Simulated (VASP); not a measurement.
# AlCu3 (Pm-3m) in VASP: further runs

Runs on AlCu3. Level: PBEsol. Tasks: single point.

Everything below comes from runs of VASP 6.6.1. Logs are shortened: lines on timing, memory, paths and dates and some standing lists are left out, and cuts for length are marked.

### 1 The cell of the first run

It takes space group Pm-3m (No. 221, cubic). Conventional cell: a = 3.563 Å, b = 3.563 Å, c = 3.563 Å, α = 90.00°, β = 90.00°, γ = 90.00°. Within 3.3 Å of Al (site symmetry m-3m) lie 12 Cu at 2.52 Å. Within 3.3 Å of Cu (site symmetry 4/mmm) lie 4 Al at 2.52 Å and 8 Cu at 2.52 Å.

### 2 Single point, PBEsol

Input file INCAR:

```
ALGO     = Normal         # electronic algorithm
EDIFF    = 1E-6           # SCF threshold, eV
ENCUT    = 600            # plane-wave cutoff, eV
GGA      = PS             # functional
GGA_COMPAT= F            
ISIF     = 2              # what is computed and relaxed
ISMEAR   = 1              # smearing method
LASPH    = T              # aspherical terms in the spheres
LCHARG   = F              # write CHGCAR
LREAL    = F              # projectors in reciprocal space
LWAVE    = F              # write WAVECAR
NBANDS   = 26             # bands
NELM     = 120            # most SCF steps
PREC     = Accurate       # precision mode
SIGMA    = 0.1            # smearing width, eV
```

Input file KPOINTS:

```
k-points
0
Gamma
  7 7 7
```

Input file POSCAR:

```
AlCu3
1.0
    3.5628277689      0.0000000000      0.0000000000
    0.0000000000      3.5628277689      0.0000000000
    0.0000000000      0.0000000000      3.5628277689
Al Cu
1 3
Direct
    0.0000000000      0.0000000000      0.0000000000
    0.0000000000      0.5000000000      0.5000000000
    0.5000000000      0.0000000000      0.5000000000
    0.5000000000      0.5000000000      0.0000000000
```

Potentials or basis: VASP PAW PBE potentials, release 64 (Al, Cu).

Command:

```console
cat potpaw_PBE.64/Al/POTCAR potpaw_PBE.64/Cu/POTCAR > POTCAR
mpirun -np 1 vasp_std > vasp.out
```

OUTCAR:

```text
EDIFF = 1E-6
   ENCUT = 600
   GGA = PS
   ISIF = 2
   ISMEAR = 1
   LASPH = T
   LREAL = F
   NELM = 120
   PREC = Accurate

 ion  position               nearest neighbor table
   1  0.000  0.000  0.000-   2 2.52   3 2.52   4 2.52   2 2.52   3 2.52   2 2.52   4 2.52   2 2.52
                             3 2.52   4 2.52   3 2.52   4 2.52
   2  0.000  0.500  0.500-   1 2.52   3 2.52   4 2.52   1 2.52   4 2.52   1 2.52   3 2.52   1 2.52
                             3 2.52   4 2.52   4 2.52   3 2.52
   3  0.500  0.000  0.500-   1 2.52   2 2.52   4 2.52   1 2.52   4 2.52   2 2.52   4 2.52   4 2.52
                             1 2.52   2 2.52   1 2.52   2 2.52
   4  0.500  0.500  0.000-   1 2.52   2 2.52   3 2.52   2 2.52   3 2.52   1 2.52   3 2.52   3 2.52
                             1 2.52   2 2.52   2 2.52   1 2.52

  LATTYP: Found a simple cubic cell.
 ALAT       =     3.5628277689

  Lattice vectors:

 A1 = (   3.5628277689,   0.0000000000,   0.0000000000)
 A2 = (   0.0000000000,   3.5628277689,   0.0000000000)
 A3 = (   0.0000000000,   0.0000000000,   3.5628277689)

Analysis of symmetry for initial positions (statically):
=====================================================================
 Subroutine PRICEL returns:
 Original cell was already a primitive cell.

 Routine SETGRP: Setting up the symmetry group for a
 simple cubic supercell.

 Subroutine GETGRP returns: Found 48 space group operations
 (whereof 48 operations were pure point group operations)
 out of a pool of 48 trial point group operations.

The static configuration has the point symmetry O_h .

Analysis of symmetry for dynamics (positions and initial velocities):
=====================================================================
 Subroutine PRICEL returns:
 Original cell was already a primitive cell.

 Routine SETGRP: Setting up the symmetry group for a
 simple cubic supercell.

 Subroutine GETGRP returns: Found 48 space group operations
 (whereof 48 operations were pure point group operations)
 out of a pool of 48 trial point group operations.

The dynamic configuration has the point symmetry O_h .

 Subroutine INISYM returns: Found 48 space group operations
 (whereof 48 operations are pure point group operations),
 and found     1 'primitive' translations

----------------------------------------------------------------------------------------

                                     Primitive cell

  volume of cell :      45.2256

  direct lattice vectors                    reciprocal lattice vectors
     3.562827769  0.000000000  0.000000000     0.280675931  0.000000000  0.000000000
     0.000000000  3.562827769  0.000000000     0.000000000  0.280675931  0.000000000
     0.000000000  0.000000000  3.562827769     0.000000000  0.000000000  0.280675931

  length of vectors
     3.562827769  3.562827769  3.562827769     0.280675931  0.280675931  0.280675931

  position of ions in fractional coordinates (direct lattice)
     0.000000000  0.000000000  0.000000000
     0.000000000  0.500000000  0.500000000
     0.500000000  0.000000000  0.500000000
     0.500000000  0.500000000  0.000000000

  ion indices of the primitive-cell ions
   primitive index   ion index
                 1           1
                 2           2
                 3           3
                 4           4

----------------------------------------------------------------------------------------

 KPOINTS: k-points

Automatic generation of k-mesh.
 Grid dimensions read from file:
 generate k-points for:    7    7    7

 Generating k-lattice:

  Cartesian coordinates                     Fractional coordinates (reciprocal lattice)
     0.040096562  0.000000000  0.000000000     0.142857143  0.000000000  0.000000000
     0.000000000  0.040096562  0.000000000     0.000000000  0.142857143  0.000000000
     0.000000000  0.000000000  0.040096562     0.000000000  0.000000000  0.142857143

  Length of vectors
     0.040096562  0.040096562  0.040096562

  Shift w.r.t. Gamma in fractional coordinates (k-lattice)
     0.000000000  0.000000000  0.000000000

 Subroutine IBZKPT returns following result:
 ===========================================

 Found     20 irreducible k-points:

 Following reciprocal coordinates:
            Coordinates               Weight
  0.000000  0.000000  0.000000      1.000000
  0.142857  0.000000  0.000000      6.000000
  0.285714  0.000000  0.000000      6.000000
  0.428571  0.000000  0.000000      6.000000
  0.142857  0.142857  0.000000     12.000000
  0.285714  0.142857  0.000000     24.000000
[... 12 lines left out ...]
  0.428571  0.428571  0.285714     24.000000
  0.428571  0.428571  0.428571      8.000000
   k-points           NKPTS =     20   k-points in BZ     NKDIM =     20   number of bands    NBANDS=     26
   number of dos      NEDOS =    301   number of ions     NIONS =      4
   total plane-waves  NPLWV =  21952
   dimension x,y,z NGX =    28 NGY =   28 NGZ =   28
   dimension x,y,z NGXF=    56 NGYF=   56 NGZF=   56
   ions per type =               1   3
   NGX,Y,Z   is equivalent  to a cutoff of  13.07, 13.07, 13.07 a.u.
   NGXF,Y,Z  is equivalent  to a cutoff of  26.13, 26.13, 26.13 a.u.
 SYSTEM =  unknown system
   PREC   = accura    normal or accurate (medium, high low for compatibility)
   ISTART =      0    job   : 0-new  1-cont  2-samecut
   ICHARG =      2    charge: 1-file 2-atom 10-const
   ISPIN  =      1    spin polarized calculation?
   LNONCOLLINEAR =      F non collinear calculations
   LSORBIT =      F    spin-orbit coupling
   LASPH  =      T    aspherical Exc in radial PAW
   ENCUT  =  600.0 eV  44.10 Ry    6.64 a.u.   7.12  7.12  7.12*2*pi/ulx,y,z
   NELM   =    120;   NELMIN=  2; NELMDL= -5     # of ELM steps
   EDIFF  = 0.1E-05   stopping-criterion for ELM
   LREAL  =      F    real-space projection
   EDIFFG = 0.1E-04   stopping-criterion for IOM
   NSW    =      0    number of steps for IOM
   IBRION =     -1    ionic relax: 0-MD 1-quasi-New 2-CG
   NFREE  =      0    steps in history (QN), initial steepest desc. (CG)
   ISIF   =      2    stress and relaxation
   ISYM   =      2    0-nonsym 1-usesym 2-fastsym
   POTIM  = 0.5000    time-step for ionic-motion
   TEBEG  =    0.0;   TEEND  =   0.0 temperature during run
   PSTRESS=    0.0 pullay stress
   NELECT =      36.0000    total number of electrons
   NUPDOWN=      -1.0000    fix difference up-down
   EMIN   =  10.00;   EMAX   =-10.00  energy-range for DOS
   EFERMI =   0.00;   METHOD = LEGACY
   ISMEAR =     1;   SIGMA  =   0.10  broadening in eV -4-tet -1-fermi 0-gaus
   EFERMI_NEDOS =   21; number of points for ismear=-14 and -15
   IALGO  =     38    algorithm
   IMIX   =      4    mixing-type and parameters
     AMIX     =   0.40;   BMIX     =  1.00
     AMIX_MAG =   1.60;   BMIX_MAG =  1.00
  volume/ion in A,a.u.               =      11.31        76.30
  Fermi-wavevector in a.u.,A,eV,Ry     =   1.517216  2.867123 31.319868  2.301945
  Thomas-Fermi vector in A             =   2.626501
   LORBIT       =      0    0 simple, 1 ext, 2 COOP (PROOUT), +10 PAW based schemes
   GGA     = PS    functional components
   LHFCALC =     F    Hartree Fock is set to
   AEXX    =    0.0000 exact exchange contribution
   IVDW    =     0    specifies the selected vdW correction
   LEPSILON=     F    determine dielectric tensor
   LRPA    =     F    only Hartree local field effects (RPA)
 non-spin polarized calculation
 Methfessel and Paxton  Order N= 1 SIGMA  =   0.10
  energy-cutoff  :      600.00
  volume of cell :       45.23
 maximum number of plane-waves:      1521
   NGX = 15   NGY = 15   NGZ = 15

 number of electron      35.9999930 magnetization

 Free energy of the ion-electron system (eV)
  ---------------------------------------------------
  ext. energy  EPLUGINS =         0.00000000
  ---------------------------------------------------
  free energy    TOTEN  =       -17.72411708 eV

  energy without entropy =      -17.72316985  energy(sigma->0) =      -17.72380133

 E-fermi :   9.4994     XC(G=0): -12.8119

 val. band max:        9.0781018193   @ k =   0.4286   0.2857   0.2857
 cond. band min:       9.5348905063   @ k =   0.2857   0.1429   0.0000
 fundamental gap:      0.4567886870
 Fermi energy:         9.4994488393

 k-point     1 :       0.0000    0.0000    0.0000
  band No.  band energies     occupation
      1      -1.8007      2.00000
      2       3.5839      2.00000
      3       4.1976      2.00000
      4       4.1976      2.00000
      5       4.4930      2.00000
      6       4.4930      2.00000
[... 18 lines left out ...]
     25      20.3476      0.00000
     26      21.6753      0.00000

 k-point     2 :       0.1429    0.0000    0.0000
  band No.  band energies     occupation
      1      -1.5531      2.00000
      2       3.6410      2.00000
      3       4.0907      2.00000
      4       4.3324      2.00000
      5       4.5310      2.00000
      6       4.5310      2.00000
[... 18 lines left out ...]
     25      19.5952      0.00000
     26      20.5816      0.00000

 k-point     3 :       0.2857    0.0000    0.0000
  band No.  band energies     occupation
      1      -0.8250      2.00000
      2       3.2204      2.00000
      3       4.0662      2.00000
      4       4.6313      2.00000
      5       4.6313      2.00000
      6       4.6712      2.00000
[... 18 lines left out ...]
     25      18.8850      0.00000
     26      19.5366      0.00000

 k-point     4 :       0.4286    0.0000    0.0000
  band No.  band energies     occupation
      1       0.3147      2.00000
      2       1.8844      2.00000
      3       4.2834      2.00000
      4       4.7370      2.00000
      5       4.7370      2.00000
      6       4.8004      2.00000
[... 18 lines left out ...]
     25      17.8121      0.00000
     26      22.9047      0.00000
[... 380 lines left out ...]
      1       1.8459      2.00000
      2       3.1305      2.00000
      3       3.8474      2.00000
      4       4.5602      2.00000
      5       4.9262      2.00000
      6       5.1144      2.00000
[... 18 lines left out ...]
     25      21.5811      0.00000
     26      23.0484      0.00000

 k-point    19 :       0.4286    0.4286    0.2857
  band No.  band energies     occupation
      1       2.4239      2.00000
      2       3.4210      2.00000
      3       3.7212      2.00000
      4       4.2430      2.00000
      5       5.1759      2.00000
      6       5.2260      2.00000
[... 18 lines left out ...]
     25      24.2260      0.00000
     26      24.2976      0.00000

 k-point    20 :       0.4286    0.4286    0.4286
  band No.  band energies     occupation
      1       2.5544      2.00000
      2       3.6783      2.00000
      3       3.9739      2.00000
      4       3.9739      2.00000
      5       5.4373      2.00000
      6       5.4373      2.00000
[... 18 lines left out ...]
     25      24.9903      0.00000
     26      26.6489      0.00000

------------------------ aborting loop because EDIFF is reached ----------------------------------------

  FORCE on cell =-STRESS in cart. coord.  units (eV):
  Direction    XX          YY          ZZ          XY          YZ          ZX
  --------------------------------------------------------------------------------------
  -------------------------------------------------------------------------------------
  Total        2.9219251      2.9219251      2.9219251      0.0000000      0.0000000      0.0000000
  in kB      103.5130659    103.5130659    103.5130659      0.0000000      0.0000000      0.0000000
  external PRESSURE =     103.5130659 kB  Pullay stress =       0.0000000 kB

 VOLUME and BASIS-vectors are now :
 -----------------------------------------------------------------------------
  energy-cutoff  :      600.00
  volume of cell :       45.23
      direct lattice vectors                 reciprocal lattice vectors
     3.562827769  0.000000000  0.000000000     0.280675931  0.000000000  0.000000000
     0.000000000  3.562827769  0.000000000     0.000000000  0.280675931  0.000000000
     0.000000000  0.000000000  3.562827769     0.000000000  0.000000000  0.280675931

 POSITION                                       TOTAL-FORCE (eV/Angst)
 -----------------------------------------------------------------------------------
      0.00000      0.00000      0.00000         0.000000      0.000000      0.000000
      0.00000      1.78141      1.78141         0.000000      0.000000      0.000000
      1.78141      0.00000      1.78141         0.000000      0.000000      0.000000
      1.78141      1.78141      0.00000         0.000000      0.000000      0.000000
 -----------------------------------------------------------------------------------
    total drift:                                0.000000      0.000000      0.000000

  FREE ENERGIE OF THE ION-ELECTRON SYSTEM (eV)
  ---------------------------------------------------
  free  energy   TOTEN  =       -17.7241170771 eV

  energy  without entropy=      -17.7231698488  energy(sigma->0) =      -17.72380133
```

Run time: 20 s. Hardware: 1 thread of Intel Xeon Platinum 8375C at 2.90GHz (Ice Lake), shared host; peak memory 0.16 GiB.

Results:

- Free energy: -17.7241 eV
- Pressure: 10.4 GPa
- Band gap on the k mesh: zero (bands 18 and 19 overlap by 4.88 eV)

Caveat: the cell stands under pressure; the PAW data sets were made with another functional, which shifts forces and pressure a little.

(Continued in part 2 of 2.)

The gap in the log of VASP goes by the Fermi energy; the results here count the filled bands.